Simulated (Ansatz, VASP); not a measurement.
Si in VASP and in Ansatz

```
Si
1.0
    10.86000    0.00000    0.00000
     0.00000   10.86000    0.00000
     0.00000    0.00000   10.86000
Si
63
Direct
  0.49833 0.99883 0.99828
  0.62454 0.12531 0.12430
  0.74996 0.24963 0.99981
  0.87461 0.37544 0.12493
  0.74948 0.99958 0.25015
  0.87541 0.12543 0.37503
  0.00100 0.00176 0.99877
  0.12573 0.12461 0.12498
  0.24887 0.24844 0.99824
  0.37527 0.37488 0.12424
  0.49962 0.50002 0.99953
  0.62538 0.62457 0.12478
  0.75019 0.75002 0.99973
  0.87515 0.87493 0.12424
  0.24990 0.99991 0.24996
  0.37488 0.12477 0.37418
  0.49975 0.24994 0.24922
  0.62506 0.37497 0.37481
  0.74978 0.49985 0.24995
  0.87483 0.62491 0.37421
  0.49843 0.00136 0.50128
  0.62559 0.12436 0.62494
  0.75039 0.24967 0.50021
  0.87538 0.37482 0.62439
  0.74992 0.99987 0.74998
  0.87483 0.12485 0.87410
  0.99989 0.50026 0.99960
  0.12455 0.62518 0.12436
  0.25149 0.75082 0.99907
  0.37452 0.87569 0.12500
  0.99993 0.24955 0.24942
  0.12393 0.37401 0.37542
  0.24954 0.49971 0.25025
  0.37535 0.62568 0.37513
  0.49959 0.74993 0.24933
  0.62409 0.87380 0.37544
  0.00125 0.99861 0.50125
  0.12621 0.12391 0.62538
  0.25152 0.24851 0.50111
  0.37440 0.37562 0.62491
  0.49960 0.50037 0.50003
  0.62443 0.62548 0.62446
  0.75001 0.74990 0.50024
  0.87454 0.87556 0.62512
  0.37422 0.12419 0.87323
  0.49839 0.24840 0.74770
  0.62400 0.37392 0.87543
  0.74944 0.49966 0.75028
  0.87519 0.62535 0.87499
  0.99995 0.75015 0.24908
  0.12513 0.87493 0.37457
  0.99994 0.50006 0.50001
  0.12546 0.62469 0.62495
  0.24886 0.75173 0.50180
  0.37300 0.87769 0.62660
  0.00156 0.24839 0.75072
  0.12519 0.37513 0.87444
  0.24984 0.50004 0.74978
  0.37461 0.62485 0.87412
  0.49791 0.75186 0.75077
  0.62501 0.87503 0.87453
  0.00078 0.75085 0.74795
  0.12417 0.87398 0.87546
```

Alike in both runs: functional LDA; k mesh 1 × 1 × 1; occupations gaussian, width 0.05 eV; no spin polarisation.

Ansatz relaxed the structure, and its values are those at the end. VASP's run is a single point on that final structure, the one shown.

```csv
,VASP,Ansatz
version,VASP 6.6.1,Ansatz 0.2.0
potentials or method,"VASP PAW LDA potentials, release 64 (Si), cutoff 520 eV","scalar-relativistic, plane waves, PAW"
valence electrons in the cell,252,252
```

```tsv
	VASP	Ansatz	Ansatz less VASP
rms of the force components (eV/Å)	0.006	0.006	-0.0001
```

Ansatz warns that its potentials were made for another functional, while VASP's fit it. LDA's correlation is that of Perdew and Zunger in VASP and of Perdew and Wang (1992) in Ansatz.
